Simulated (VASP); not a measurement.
Set up this calculation in VASP 6.6.1, as the native input.

| Quantity | Value |
| --- | --- |
| Task | single point |
| Functional | PBEsol |
| Potentials or basis | VASP PAW PBE potentials, release 64 (Ti_sv, H) |
| Cutoff | 520 eV |
| k mesh | 16 × 16 × 16 |
| Occupations | fermi-dirac, width 0.1 eV |
| Spin | no spin polarisation |
| Dipole correction | no |
| Further INCAR settings | ALGO = Normal; EDIFF = 1e-07; NBANDS = 16 |

The structure of TiH3 lies in POSCAR:

```
TiH3
1.0
    2.8346518692      0.0000000000      0.0000000000
    0.0000000000      2.8346518692      0.0000000000
    0.0000000000      0.0000000000      2.8346518692
Ti H
1 3
Direct
    0.0000000000      0.0000000000      0.0000000000
    0.0000000000      0.5000000000      0.5000000000
    0.5000000000      0.0000000000      0.5000000000
    0.5000000000      0.5000000000      0.0000000000
```

The input as run:

INCAR

```
ALGO = Normal
EDIFF = 1E-7
ENCUT = 520
GGA = PS
ISIF = 2
ISMEAR = -1
LASPH = T
LCHARG = T
LELF = T
LREAL = F
LVHAR = T
LWAVE = F
NBANDS = 16
NELM = 100
PREC = Accurate
SIGMA = 0.1
```

KPOINTS

```
k-points
0
Gamma
  16 16 16
```

Potentials or basis: VASP PAW PBE potentials, release 64 (Ti_sv, H).

Command:

```console
$ cat potpaw_PBE.64/Ti_sv/POTCAR potpaw_PBE.64/H/POTCAR > POTCAR
$ mpirun -np 1 vasp_std > vasp.out
```

Results of the run:

| Property | Result |
| --- | --- |
| Pressure | 3.1 GPa |
| Band gap on the k mesh | zero (an odd number of electrons rules out a gap without spin polarisation) |

Caveat: the cell stands under pressure; the PAW data sets were made with another functional, which shifts forces and pressure a little.

Wall time 70 s on 1 thread of Intel Xeon 8259CL, on a shared host, peak memory 0.18 GiB.
